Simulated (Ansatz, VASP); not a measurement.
**PbO in VASP and in Ansatz**

Contents of INCAR:

```
SYSTEM = PbO
PREC = Accurate
ENCUT = 520
EDIFF = 1E-7
ISMEAR = 0
SIGMA = 0.05
LREAL = .False.
LASPH = .True.
NELM = 60
ALGO = Normal
ISIF = 2
LWAVE = .False.
LCHARG = .False.
GGA = PS
NBANDS = 28
```

File KPOINTS:

```
regular mesh
0
Gamma
  8 8 6
  0 0 0
```

File POSCAR:

```
PbO
1.0
    3.9744000000      0.0000000000      0.0000000000
    0.0000000000      3.9744000000      0.0000000000
    0.0000000000      0.0000000000      5.0220000000
Pb O
2 2
Direct
    0.0000000000      0.5000000000      0.2351000000
    0.5000000000      0.0000000000      0.7649000000
    0.0000000000      0.0000000000      0.0049780964
    0.5000000000      0.5000000000      0.0049780964
```

Input for Ansatz:

```yaml
crystal:
  lattice:
    - [3.9744, 0.0, 0.0]
    - [0.0, 3.9744, 0.0]
    - [0.0, 0.0, 5.022]
  atoms:
    - { symbol: Pb, position: [0.0, 0.5, 0.2351] }
    - { symbol: Pb, position: [0.5, 0.0, 0.7649] }
    - { symbol: O, position: [0.0, 0.0, 0.0049780964] }
    - { symbol: O, position: [0.5, 0.5, 0.0049780964] }
basis:
  ecutwfc: 420
kpoints:
  mp_grid: { grid: [8, 8, 6] }
hamiltonian:
  xc: pbesol
scf:
  occupations: { method: gaussian, width: 0.05 }
output:
  forces: true
  stress: true
  eigenvalues: true
  write_density: true
  write_potential: true
  elf: true
  volumetric_format: npy
```

Change from the starting cell: all O atoms moved +0.025 Å, as atom 3 along Cartesian [0 0 1].

Alike in both runs: task single point; functional PBEsol; k mesh 8 × 8 × 6; occupations gaussian, width 0.05 eV; no spin polarisation.

|  | VASP | Ansatz |
| --- | --- | --- |
| version | VASP 6.6.1 | Ansatz 0.2.0 |
| potentials or method | VASP PAW PBE potentials, release 64 (Pb_d, O), cutoff 520 eV | scalar-relativistic, plane waves, PAW |
| valence electrons in the cell | 40 | 40 |

|  | VASP | Ansatz | Ansatz less VASP |
| --- | --- | --- | --- |
| gap on the k mesh at the Fermi level (eV) | 1.18 | 1.18 | -0.006 |
| least direct gap on the mesh (eV) | 2.24 | 2.24 | +0.009 |
| pressure (GPa) | 1.0 | 0.9 | -0.09 |
| traceless stress, the component that is largest in VASP (GPa) | -0.12 | -0.11 | +0.017 |
| rms of the force components (eV/Å) | 0.139 | 0.131 | -0.0088 |

VASP's potentials were made for PBE, not for PBEsol. Atom by atom the forces differ by 0.018 eV/Å (rms over components).

Spin-orbit coupling is off throughout.
